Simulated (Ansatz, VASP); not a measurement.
## One calculation of CdSe, two programs

INCAR

```
PREC     = Accurate       # precision mode
ENCUT    = 520            # plane-wave cutoff, eV
EDIFF    = 1E-6           # SCF threshold, eV
ISMEAR   = -1             # smearing method
SIGMA    = 0.02           # smearing width, eV
LREAL    = False          # projectors in reciprocal space
LASPH    = True           # aspherical terms in the spheres
NELM     = 60             # most SCF steps
ALGO     = Normal         # electronic algorithm
ISIF     = 2              # what is computed and relaxed
LWAVE    = False          # write WAVECAR
LCHARG   = False          # write CHGCAR
GGA      = PE             # functional
NBANDS   = 26             # bands
```

The input KPOINTS:

```
Automatic mesh
0
Gamma
  12 12 4
```

The input POSCAR:

```
CdSe
1.0
    4.3407236669      0.0000000000      0.0000000000
   -2.1703618334      3.7591769664      0.0000000000
    0.0000000000      0.0000000000      7.0766459761
Cd Se
2 2
Direct
    0.3333333333      0.6666666667     -0.0004760039
    0.6666666667      0.3333333333      0.4995239961
    0.3333333333      0.6666666667      0.3754760039
    0.6666666667      0.3333333333      0.8754760039
```

Input for Ansatz:

```yaml
crystal:
  lattice:
    - [4.3407236669, 0.0, 0.0]
    - [-2.1703618334, 3.7591769664, 0.0]
    - [0.0, 0.0, 7.0766459761]
  atoms:
    - { symbol: Cd, position: [0.3333333333, 0.6666666667, -0.0004760039] }
    - { symbol: Cd, position: [0.6666666667, 0.3333333333, 0.4995239961] }
    - { symbol: Se, position: [0.3333333333, 0.6666666667, 0.3754760039] }
    - { symbol: Se, position: [0.6666666667, 0.3333333333, 0.8754760039] }
kpoints:
  mp_grid: { grid: [12, 12, 4] }
  band_path:
    path:
      - [0.0, 0.0, 0.0]
      - [0.5, 0.0, 0.0]
      - [0.3333333333, 0.3333333333, 0.0]
      - [0.0, 0.0, 0.5]
      - [0.5, 0.0, 0.5]
      - [0.3333333333, 0.3333333333, 0.5]
    npoints: 1
hamiltonian:
  xc: pbe
scf:
  occupations: { method: fermi_dirac, width: 0.02 }
  n_extra_bands: 5
output:
  forces: true
  stress: true
  eigenvalues: true
```

Alike in both runs: task single point; functional PBE; k mesh 12 × 12 × 4; occupations fermi-dirac, width 0.02 eV; no spin polarisation.

|  | VASP | Ansatz |
| --- | --- | --- |
| version | VASP 6.6.1 | Ansatz 0.2.0 |
| potentials or method | VASP PAW PBE potentials, release 64 (Cd, Se) | plane waves, PAW |
| plane-wave cutoff (eV) | 520 | 420 |
| valence electrons in the cell | 36 | 72 |

Ansatz gave:

```
pressure (GPa) : 1.4
```

Question: Estimate VASP's values.

Answer: Pressure (GPa): 1.7.

VASP's potentials hold 36 valence electrons a cell and Ansatz's 72, so a difference there can come from the potentials and not from the codes.
